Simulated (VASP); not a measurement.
# ZrHF3 (R3m) in VASP: vibrations by perturbation theory with PBE

Aim: the vibrations by perturbation theory of ZrHF3 with PBE.

All numbers are computed with VASP 6.6.1; they aren't measurements. Logs are shortened: lines on timing, memory, paths and dates and some standing lists are left out, and cuts for length are marked.

## 1. The cell of the first run

Symmetry: R3m, No. 160, trigonal system. The conventional cell has a = 6.325 Å, b = 6.325 Å, c = 5.818 Å, α = 90.00°, β = 90.00°, γ = 120.00°. Within 2.4 Å of Zr (site symmetry 3m) lie 1 H at 1.84 Å and 6 F at 2.08 to 2.16 Å. Within 2.4 Å of H (site symmetry 3m) lie 1 Zr at 1.84 Å and 3 F at 2.39 Å. F (site symmetry m) has 2 Zr at 2.08 to 2.16 Å and 1 H at 2.39 Å and 6 F at 2.68 to 2.85 Å within 2.9 Å.

## 2. Vibrations by perturbation theory, PBE

File INCAR:

```
SYSTEM = ZrHF3
ALGO = Normal
EDIFF = 1E-8
ENCUT = 520
GGA = PE
IBRION = 8
ISIF = 2
ISMEAR = 0
LASPH = .True.
LCHARG = .False.
LEPSILON = .True.
LREAL = .False.
LWAVE = .False.
NELM = 60
NSW = 1
PREC = Accurate
SIGMA = 0.01
```

File KPOINTS:

```
k-points
0
Gamma
  6 6 6
  0 0 0
```

File POSCAR:

```
ZrHF3
1.0
    3.1623137991      1.8257627232      1.9393855507
   -3.1623137991      1.8257627232      1.9393855507
    0.0000000000     -3.6515254463      1.9393855507
Zr H F
1 1 3
Direct
    0.6126720866      0.6126720866      0.6126720866
    0.9281736861      0.9281736861      0.9281736861
    0.5226900633      0.0726741307      0.5226900633
    0.5226900633      0.5226900633      0.0726741307
    0.0726741307      0.5226900633      0.5226900633
```

Potentials or basis: VASP PAW PBE potentials, release 64 (Zr_sv, H, F).

Run with:

```sh
> cat potpaw_PBE.64/Zr_sv/POTCAR potpaw_PBE.64/H/POTCAR potpaw_PBE.64/F/POTCAR > POTCAR
> mpirun -np 1 vasp_std > vasp.out
```

OUTCAR:

```text
SYSTEM = ZrHF3
   EDIFF = 1E-8
   ENCUT = 520
   GGA = PE
   IBRION = 8
   ISIF = 2
   ISMEAR = 0
   LASPH = .True.
   LEPSILON = .True.
   LREAL = .False.
   NELM = 60
   NSW = 1
   PREC = Accurate

 ion  position               nearest neighbor table
   1  0.613  0.613  0.613-   2 1.84   4 2.08   3 2.08   5 2.08   4 2.16   3 2.16   5 2.16
   2  0.928  0.928  0.928-   1 1.84
   3  0.523  0.073  0.523-   1 2.08   1 2.16
   4  0.523  0.523  0.073-   1 2.08   1 2.16
   5  0.073  0.523  0.523-   1 2.08   1 2.16

  LATTYP: Found a trigonal (rhomboedric) cell.
 ALAT       =     4.1345924103
 COS(alpha) =    -0.1699694341

  Lattice vectors:

 A1 = (   3.1623137991,   1.8257627232,   1.9393855507)
 A2 = (  -3.1623137991,   1.8257627232,   1.9393855507)
 A3 = (   0.0000000000,  -3.6515254463,   1.9393855507)

Analysis of symmetry for initial positions (statically):
=====================================================================
 Subroutine PRICEL returns:
 Original cell was already a primitive cell.

 Routine SETGRP: Setting up the symmetry group for a
 trigonal (rhombohedral) supercell.

 Subroutine GETGRP returns: Found  6 space group operations
 (whereof  6 operations were pure point group operations)
 out of a pool of 12 trial point group operations.

The static configuration has the point symmetry C_3v.

Analysis of symmetry for dynamics (positions and initial velocities):
=====================================================================
 Subroutine PRICEL returns:
 Original cell was already a primitive cell.

 Routine SETGRP: Setting up the symmetry group for a
 trigonal (rhombohedral) supercell.

 Subroutine GETGRP returns: Found  6 space group operations
 (whereof  6 operations were pure point group operations)
 out of a pool of 12 trial point group operations.

The dynamic configuration has the point symmetry C_3v.

 Subroutine INISYM returns: Found  6 space group operations
 (whereof  6 operations are pure point group operations),
 and found     1 'primitive' translations

----------------------------------------------------------------------------------------

                                     Primitive cell

  volume of cell :      67.1838

  direct lattice vectors                    reciprocal lattice vectors
     3.162313799  1.825762723  1.939385551     0.158112076  0.091286050  0.171875743
    -3.162313799  1.825762723  1.939385551    -0.158112076  0.091286050  0.171875743
     0.000000000 -3.651525446  1.939385551     0.000000000 -0.182572099  0.171875743

  length of vectors
     4.134592410  4.134592410  4.134592410     0.250746571  0.250746571  0.250746571

  position of ions in fractional coordinates (direct lattice)
     0.612672087  0.612672087  0.612672087
     0.928173686  0.928173686  0.928173686
     0.522690063  0.072674131  0.522690063
     0.522690063  0.522690063  0.072674131
[... 795 lines left out ...]

 INTERNAL STRAIN TENSOR  FOR ION    3  DIRECTION 3   (eV/Angst):
 -----------------------------------------------------------------------------
     3.91932 -1.59530 -0.06415
    -1.59530  2.07723  0.03704
    -0.88708  0.51216  1.34422

 MACROSCOPIC STATIC DIELECTRIC TENSOR (including local field effects in DFT)
 ------------------------------------------------------
           2.713310     0.000000     0.000000
           0.000000     2.713310     0.000000
           0.000000     0.000000     3.001935
 ------------------------------------------------------

 PIEZOELECTRIC TENSOR (including local field effects)  for field in x, y, z        (e  Angst)
          XX          YY          ZZ          XY          YZ          ZX
  --------------------------------------------------------------------------------
  x    -0.00000     0.00000     0.00000    -0.54599     0.00000     0.96557
  y    -0.54599     0.54599     0.00000     0.00000     0.96557     0.00000
  z     0.32451     0.32451     2.58384     0.00000     0.00000     0.00000

 PIEZOELECTRIC TENSOR (including local field effects)  for field in x, y, z        (C/m^2)
          XX          YY          ZZ          XY          YZ          ZX
  --------------------------------------------------------------------------------
  x    -0.00000     0.00000     0.00000    -0.13021     0.00000     0.23027
  y    -0.13021     0.13021     0.00000     0.00000     0.23027     0.00000
  z     0.07739     0.07739     0.61619     0.00000     0.00000     0.00000

 BORN EFFECTIVE CHARGES (including local field effects) (in |e|, cummulative output)
 ---------------------------------------------------------------------------------
 ion    1
    1     4.77376     0.00000     0.00000
    2     0.00000     4.77376     0.00000
    3     0.00000     0.00000     3.96864
 ion    2
    1    -0.33725     0.00000     0.00000
    2     0.00000    -0.33725    -0.00000
    3     0.00000    -0.00000    -0.74841
 ion    3
    1    -1.88675     0.70653     0.63323
    2     0.70653    -1.07092    -0.36560
    3     0.86979    -0.50217    -1.07341
 ion    4
    1    -0.66300     0.00000     0.00000
    2     0.00000    -2.29467     0.73120
    3     0.00000     1.00434    -1.07341
 ion    5
    1    -1.88675    -0.70653    -0.63323
    2    -0.70653    -1.07092    -0.36560
    3    -0.86979    -0.50217    -1.07341

 INTERNAL STRAIN TENSOR FOR ION    5 for displacements in x,y,z  (eV/Angst):
          X           Y           Z          XY          YZ          ZX
  --------------------------------------------------------------------------------
  x    -6.22148    -2.75727    -0.38082    -3.37248    -0.60638    -0.76219
  y    -3.95406    -1.22982    -0.21987    -1.71428     0.27468    -0.83450
  z     3.91932     2.07723     1.34422     1.59530     0.51216     0.06415

 SECOND DERIVATIVES (NOT SYMMETRIZED)
 ------------------------------------
               1X          1Y          1Z          2X          2Y          2Z          3X          3Y          3Z          4X          4Y          4Z          5X          5Y          5Z
  1X   -11.762750    0.000000   -0.000000    1.008061    0.000000   -0.000000    5.311731   -2.990965   -1.569707    0.131227    0.000000    0.000000    5.311731    2.990965    1.569707
  1Y     0.000000  -11.762750   -0.000000    0.000000    1.008061    0.000000   -2.990965    1.858062    0.906271    0.000000    7.038566   -1.812541    2.990965    1.858062    0.906271
  1Z     0.000000   -0.000000  -16.535743    0.000000    0.000000    9.776838   -0.023055    0.013311    2.252968    0.000000   -0.026622    2.252968    0.023055    0.013311    2.252968
  2X     1.008875    0.000000    0.000000   -2.198077    0.000000    0.000000    0.586495   -0.329253    0.932965    0.016212    0.000000   -0.000000    0.586495    0.329253   -0.932965
  2Y     0.000000    1.008875    0.000000    0.000000   -2.198077   -0.000000   -0.329253    0.206307   -0.538647   -0.000000    0.776590    1.077295    0.329253    0.206307   -0.538647
  2Z     0.000000    0.000000    9.776503    0.000000   -0.000000   -9.944332   -0.138698    0.080077    0.055943    0.000000   -0.160155    0.055943    0.138698    0.080077    0.055943
  3X     5.312265   -2.990921   -0.032912    0.586815   -0.330268   -0.139364   -7.675957    3.171624    1.762555    1.018689    0.254529   -1.431719    0.758188   -0.104965   -0.158560
  3Y    -2.990921    1.858646    0.019002   -0.330268    0.205455    0.080462    3.171624   -4.013680   -1.017611    0.045436    0.844539   -0.643515    0.104128    1.105040    1.561662
  3Z    -1.573533    0.908480    2.247168    0.932872   -0.538594    0.047818    1.760622   -1.016495   -4.765652   -1.276866   -0.918377    1.235333    0.156905    1.564987    1.235333
  4X     0.131837    0.000000    0.000000    0.014775    0.000000    0.000000    1.017965    0.045854   -1.273160   -2.182542    0.000000    0.000000    1.017965   -0.045854    1.273160
  4Y     0.000000    7.039074   -0.038004    0.000000    0.777495   -0.160923    0.254947    0.845263   -0.918148    0.000000   -9.507095    2.035223   -0.254947    0.845263   -0.918148
  4Z     0.000000   -1.816959    2.247168    0.000000    1.077188    0.047818   -1.433771   -0.646610    1.235333    0.000000    2.032991   -4.765652    1.433771   -0.646610    1.235333
  5X     5.312265    2.990921    0.032912    0.586815    0.330268    0.139364    0.758188    0.104965    0.158560    1.018689   -0.254529    1.431719   -7.675957   -3.171624   -1.762555
  5Y     2.990921    1.858646    0.019002    0.330268    0.205455    0.080462   -0.104128    1.105040    1.561662   -0.045436    0.844539   -0.643515   -3.171624   -4.013680   -1.017611
  5Z     1.573533    0.908480    2.247168   -0.932872   -0.538594    0.047818   -0.156905    1.564987    1.235333    1.276866   -0.918377    1.235333   -1.760622   -1.016495   -4.765652

 Eigenvectors and eigenvalues of the dynamical matrix
 ----------------------------------------------------

   1 f  =   49.562579 THz   311.410865 2PiTHz 1653.229666 cm-1   204.974262 meV
             X         Y         Z           dx          dy          dz
      0.000000  0.000000  3.564622     0.000000   -0.000000   -0.103146
      0.000000  0.000000  5.400260    -0.000000    0.000000    0.994643
      1.423092 -0.821622  2.168338     0.003323   -0.001918   -0.000635
      0.000000  1.643245  2.168338    -0.000000    0.003837   -0.000635
     -1.423092 -0.821622  2.168338    -0.003323   -0.001918   -0.000635
[... 105 lines left out ...]
  15 f/i=    0.011854 THz     0.074483 2PiTHz    0.395420 cm-1     0.049026 meV
             X         Y         Z           dx          dy          dz
      0.000000  0.000000  3.564622    -0.000000   -0.000000   -0.780982
      0.000000  0.000000  5.400260    -0.000000   -0.000000   -0.081671
      1.423092 -0.821622  2.168338    -0.000172    0.000099   -0.357489
      0.000000  1.643245  2.168338    -0.000000   -0.000199   -0.357489
     -1.423092 -0.821622  2.168338     0.000172    0.000099   -0.357489

--------------------------------------------------------------------------------------------------------

 MACROSCOPIC STATIC DIELECTRIC TENSOR IONIC CONTRIBUTION
 ------------------------------------------------------
           7.657800    -0.000000    -0.000000
          -0.000000     7.657800     0.000000
          -0.000000     0.000000     4.926970
 ------------------------------------------------------

 ELASTIC MODULI CONTR FROM IONIC RELAXATION (kBar)
 Direction    XX          YY          ZZ          XY          YZ          ZX
 --------------------------------------------------------------------------------
 XX        -643.0996   -346.8245   -266.1732      0.0000    -53.9277      0.0000
 YY        -346.8245   -643.0996   -266.1732     -0.0000     53.9277      0.0000
 ZZ        -266.1732   -266.1732   -894.5226     -0.0000     -0.0000      0.0000
 XY           0.0000      0.0000      0.0000   -148.1468      0.0000    -39.1169
 YZ         -53.9277     53.9277     -0.0000      0.0000   -367.4258      0.0000
 ZX           0.0000      0.0000      0.0000    -39.1169      0.0000   -277.7857
 --------------------------------------------------------------------------------

 PIEZOELECTRIC TENSOR IONIC CONTR  for field in x, y, z        (C/m^2)
          XX          YY          ZZ          XY          YZ          ZX
  --------------------------------------------------------------------------------
  x     0.00000     0.00000     0.00000     0.37591     0.00000    -0.24650
  y     0.37591    -0.37591    -0.00000    -0.00000    -0.35103     0.00000
  z    -0.56719    -0.56719    -0.06776     0.00000    -0.00000     0.00000
```

Wall time 33 min (1 thread of Oxide Virtual Turin-like, shared host); peak memory 0.52 GiB.

Results:

```
Electronic dielectric tensor (diagonal)                 : 2.71, 2.71, 3.00
Born charges (mean of the diagonal)                     : Zr +4.51; H -0.47; F -1.34 e
Highest phonon frequency at Γ, LO-TO splitting left out : 1653 cm⁻¹
```

Phonon frequencies in cm⁻¹ (negative: imaginary):
| q point | frequencies |
| --- | --- |
| (0.000, 0.000, 0.000) | 0 0 0 98 98 217 230 250 250 377 431 431 786 786 1653 |

Electronic dielectric tensor:
```
2.71 0.00 0.00
0.00 2.71 0.00
0.00 0.00 3.00
```

Born effective charge tensors (e):
atom 1, Zr
```
4.77 0.00 0.00
0.00 4.77 0.00
0.00 0.00 3.97
```
atom 2, H
```
-0.34  0.00  0.00
 0.00 -0.34  0.00
 0.00  0.00 -0.75
```
atom 3, F
```
-1.89  0.71  0.63
 0.71 -1.07 -0.37
 0.87 -0.50 -1.07
```
atom 4, F
```
-0.66  0.00  0.00
 0.00 -2.29  0.73
 0.00  1.00 -1.07
```
atom 5, F
```
-1.89 -0.71 -0.63
-0.71 -1.07 -0.37
-0.87 -0.50 -1.07
```
